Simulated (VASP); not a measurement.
Runs of VASP 6.6.1 on InAs. The structure is that of space group F-43m (No. 216), or close to it. The cells are those of the table. 

```csv
spin,cell,k mesh,pressure (GPa),moment (μB)
off,"a = 4.277 Å, angles 60.0°, 2 atoms",10 × 10 × 10,(a),-
"non-collinear, zero start, SOC","a = 4.219 Å, angles 60.0°, 2 atoms",6 × 6 × 6,4.8,0.00
"non-collinear, zero start, SOC","a = 4.277 Å, angles 60.0°, 2 atoms",8 × 8 × 8,1.8,0.00
"non-collinear, zero start, SOC","a = 4.277 Å, angles 60.0°, 2 atoms",6 × 6 × 6,1.8,0.00
```

Alike in all rows: task single point; level r2SCAN; potentials or basis VASP PAW PBE potentials, release 64 (In_d, As); cutoff (eV) 520; smearing gaussian 0.05 eV.

Task: Estimate the missing entries.

Result: (a) 1.9.

Caveats: the PAW data sets were made with another functional, which shifts forces and pressure a little; the cell stands under pressure (at least some runs).
